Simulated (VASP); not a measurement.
ReBPt: single point with PBE

ReBPt:

```
Re B Pt
1.0
     3.41395    0.00000    0.00000
     0.00000    3.41395    0.00000
     0.00000    0.00000    5.69473
Re B Pt
2 2 2
Direct
  0.00000 0.50000 0.36848
  0.50000 0.00000 0.63152
  0.00000 0.00000 0.00000
  0.50000 0.50000 0.00000
  0.00000 0.50000 0.75331
  0.50000 0.00000 0.24669
```

The cell was generated, and may not be a known phase.

```yaml
Program: VASP 6.6.1
Task: single point
Functional: PBE
Potentials_or_basis: VASP PAW PBE potentials, release 64 (Re, B, Pt)
Cutoff: 520 eV
k_mesh: 6 × 6 × 4
Occupations: gaussian, width 0.1 eV
Spin: no spin polarisation
```

| Quantity | Value |
| --- | --- |
| Pressure | 81.7 GPa |
| Largest force | 13.339 eV/Å |
| Band gap on the k mesh | zero (bands 20 and 21 overlap by 0.97 eV) |

Forces in eV/Å, atoms in the order of the input:
```
Re    0.000   0.000  -7.009
Re    0.000   0.000   7.009
B     0.000   0.000   0.000
B     0.000   0.000   0.000
Pt    0.000   0.000  13.339
Pt    0.000   0.000 -13.339
```

Stress tensor (GPa, compression positive):
```
 62.41   0.00   0.00
  0.00  62.41   0.00
  0.00   0.00 120.30
```

Levels at points of the mesh, in eV from the Fermi level:
```
           k point  band 17  band 18  band 19  band 20  band 21  band 22  band 23  band 24
(0.00, 0.00, 0.00)    -1.26    -0.78    -0.78    -0.20    -0.20     1.08     1.10     1.55
(0.50, 0.00, 0.00)    -1.46    -1.46    -0.28    -0.28     1.35     1.35     1.56     1.56
(0.50, 0.50, 0.00)    -2.99    -2.99    -1.37    -1.37     0.17     0.17     1.27     1.27
(0.00, 0.00, 0.50)    -1.74    -1.38    -1.38     0.36     1.24     1.26     2.43     3.45
(0.50, 0.00, 0.50)    -2.07    -2.07     0.16     0.16     0.62     0.62     1.32     1.32
(0.50, 0.50, 0.50)    -3.22    -3.22    -1.24    -1.24     0.12     0.12     1.56     1.56
```

Run time: 32 s on 1 thread of Intel(R) Xeon(R) 6975P-C (Granite Rapids), with other jobs on the host, peak memory 0.2 GiB.

Caveat: the stress differs along the axes, from 62 to 120 GPa; spin-orbit coupling is left out, which moves the levels of the heavy elements; forces of over 1 eV/Å act on the atoms, so gaps and moduli don't describe the material at rest.
